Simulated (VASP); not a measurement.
A run of VASP 6.6.1 is set up as follows.

The input INCAR:

```
  ALGO = Normal
  EDIFF = 1E-6
  ENCUT = 520
  GGA = PS
  ISIF = 2
  ISMEAR = 1
  LASPH = True
  LCHARG = True
  LELF = True
  LREAL = False
  LVHAR = True
  LWAVE = False
  NBANDS = 28
  NELM = 60
  PREC = Accurate
  SIGMA = 0.1
```

The input KPOINTS:

```
k-points
0
Gamma
  4 4 4
```

Contents of POSCAR:

```
RbSr3
1.0
    6.2473850000      0.0000000000      0.0000000000
    0.0000000000      6.2473850000      0.0000000000
    0.0000000000      0.0000000000      6.2473850000
Rb Sr
1 3
Direct
    0.0000000000      0.0000000000      0.0000000000
    0.0000000000      0.5000000000      0.4959983257
    0.5000000000      0.0000000000      0.5000000000
    0.5000000000      0.5000000000      0.0000000000
```

Potentials or basis: VASP PAW PBE potentials, release 64 (Rb_sv, Sr_sv).

Run with:

```bash
$ cat potpaw_PBE.64/Rb_sv/POTCAR potpaw_PBE.64/Sr_sv/POTCAR > POTCAR
$ mpirun -np 1 vasp_std > vasp.out
```

(1) What does it give for the largest force?

(2) Estimate the pressure.

Answers

(1) 0.032 eV/Å.

(2) -0.5 GPa.

Caveat: the PAW data sets were made with another functional, which shifts forces and pressure a little.
